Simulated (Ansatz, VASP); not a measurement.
One calculation of BaTe, two programs

The input INCAR:

```
SYSTEM = BaTe
ALGO = Normal ; EDIFF = 1E-6
ENCUT = 520 ; GGA = CA
ISIF = 2 ; ISMEAR = 0
LASPH = .True. ; LCHARG = .False.
LREAL = .False. ; LWAVE = .False.
NBANDS = 15 ; NELM = 80
PREC = Accurate ; SIGMA = 0.05
```

Contents of KPOINTS:

```
k-points
0
Gamma
  8 8 8
  0 0 0
```

File POSCAR:

```
BaTe
1.0
    0.0000000000      3.4100000000      3.4100000000
    3.4100000000      0.0000000000      3.4100000000
    3.4100000000      3.4100000000      0.0000000000
Ba Te
1 1
Direct
    0.0000000000      0.0000000000      0.0000000000
    0.4576722677      0.4576722677      0.4576722677
```

Input for Ansatz:

```yaml
crystal:
  lattice:
    - [0.0, 3.41, 3.41]
    - [3.41, 0.0, 3.41]
    - [3.41, 3.41, 0.0]
  atoms:
    - { symbol: Ba, position: [0.0, 0.0, 0.0] }
    - { symbol: Te, position: [0.4576722677, 0.4576722677, 0.4576722677] }
basis:
  ecutwfc: 420
kpoints:
  mp_grid: { grid: [8, 8, 8] }
hamiltonian:
  xc: lda
scf:
  occupations: { method: gaussian, width: 0.05 }
output:
  forces: true
  stress: true
  eigenvalues: true
```

Change from the starting cell: all Te atoms moved -0.500 Å, as atom 2 along Cartesian [1 1 1].

Alike in both runs: task single point; functional LDA; k mesh 8 × 8 × 8; occupations gaussian, width 0.05 eV; no spin polarisation.

|  | VASP | Ansatz |
| --- | --- | --- |
| version | VASP 6.6.1 | Ansatz 0.2.0 |
| potentials or method | VASP PAW LDA potentials, release 64 (Ba_sv, Te), cutoff 520 eV | scalar-relativistic, plane waves, PAW |
| valence electrons in the cell | 16 | 26 |

```csv
,VASP,Ansatz,Ansatz less VASP
gap on the k mesh at the Fermi level (eV),2.17,2.23,+0.058
least direct gap on the mesh (eV),2.26,2.30,+0.037
pressure (GPa),3.5,2.9,-0.59
"traceless stress, the component that is largest in VASP (GPa)",-1.01,-0.94,+0.065
rms of the force components (eV/Å),0.820,0.775,-0.0454
```

LDA's correlation is that of Perdew and Zunger in VASP and of Perdew and Wang (1992) in Ansatz. Atom by atom the forces differ by 0.045 eV/Å (rms over components). VASP's potentials hold 16 valence electrons a cell and Ansatz's 26, so a difference there can come from the potentials and not from the codes.

Neither program's run includes spin-orbit coupling.
